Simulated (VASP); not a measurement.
## MgZrC: relaxation of cell and atoms with PBE

MgZrC:

```
CELL_PARAMETERS angstrom
3.48477 0.00000 0.00000
0.00000 3.48477 0.00000
0.00000 0.00000 4.63313
ATOMIC_POSITIONS crystal
Mg 0.00000 0.00000 0.50000
Zr 0.00000 0.00000 0.00000
C 0.50000 0.50000 0.00000
```

| Property | Result |
| --- | --- |
| Program | VASP 6.6.1 |
| Task | relaxation of cell and atoms |
| Functional | PBE |
| Potentials or basis | VASP PAW PBE potentials, release 64 (Mg, Zr_sv, C) |
| Cutoff | 600 eV |
| k mesh | 6 × 6 × 4 |
| Occupations | gaussian, width 0.1 eV |
| Spin | no spin polarisation |
| Dipole correction | no |
| Further INCAR settings | ALGO = Normal; EDIFF = 1e-06; IBRION = 2; EDIFFG = -0.04; NSW = 90; ISIF = 3 |

```json
{
 "Relaxed volume": "21.29 Å³/atom",
 "Relaxed cell": "a = 3.210 Å, b = 3.210 Å, c = 6.198 Å, α = 90.00°, β = 90.00°, γ = 90.00°",
 "Space group after relaxing (to 0.05 Å)": "P4/mmm (No. 123)",
 "Energy gained by relaxing": "1064.4 meV/atom",
 "Ionic steps": "8",
 "Pressure after relaxing": "0.1 GPa",
 "Band gap on the k mesh": "zero (band 9 reaches 5.34 eV, above the bottom of band 10 at 3.58 eV)"
}
```

Step by step:
```tsv
step	energy change (eV)	largest force (eV/Å)	pressure (GPa)	volume (Å³)
1	0.0000	0.0000	3.87	56.26
2	-2.4277	0.0000	21.76	55.88
3	-3.0226	0.0000	8.07	56.88
4	-3.0169	0.0000	9.33	56.80
5	-3.1268	0.0000	-4.31	65.97
6	-3.1701	0.0000	-0.27	62.56
7	-3.1888	0.0000	-0.08	63.33
8	-3.1931	0.0000	0.12	63.88
```

Final structure:
```yaml
crystal:
  lattice:
    - [3.21043, 0.00000, 0.00000]
    - [0.00000, 3.21043, 0.00000]
    - [0.00000, 0.00000, 6.19751]
  atoms:
    - { symbol: Mg, position: [0.00000, 0.00000, 0.50000] }
    - { symbol: Zr, position: [0.00000, 0.00000, 0.00000] }
    - { symbol: C, position: [0.50000, 0.50000, 0.00000] }
```

Levels at points of the mesh, in eV from the Fermi level:
```tsv
k point	band 5	band 6	band 7	band 8	band 9	band 10	band 11	band 12	band 13
(0.00, 0.00, 0.00)	-9.84	-4.36	-2.11	-0.21	1.43	1.43	2.36	3.41	3.47
(0.50, 0.00, 0.00)	-7.52	-3.92	-2.41	-2.14	-1.59	-0.18	2.37	3.90	4.01
(0.50, 0.50, 0.00)	-9.16	-0.34	-0.34	0.51	0.62	0.67	0.67	2.66	2.66
(0.00, 0.00, 0.50)	-9.81	-4.56	-1.34	-0.20	0.31	1.44	1.44	3.37	3.37
(0.50, 0.00, 0.50)	-7.51	-3.84	-2.85	-2.14	-1.00	0.20	1.16	3.88	4.54
(0.50, 0.50, 0.50)	-9.16	-0.23	-0.23	0.17	0.17	0.30	1.41	2.89	3.84
```

It took 5.1 min on 1 thread of Intel Xeon 8259CL, with other jobs on the host, peak memory 0.21 GiB.
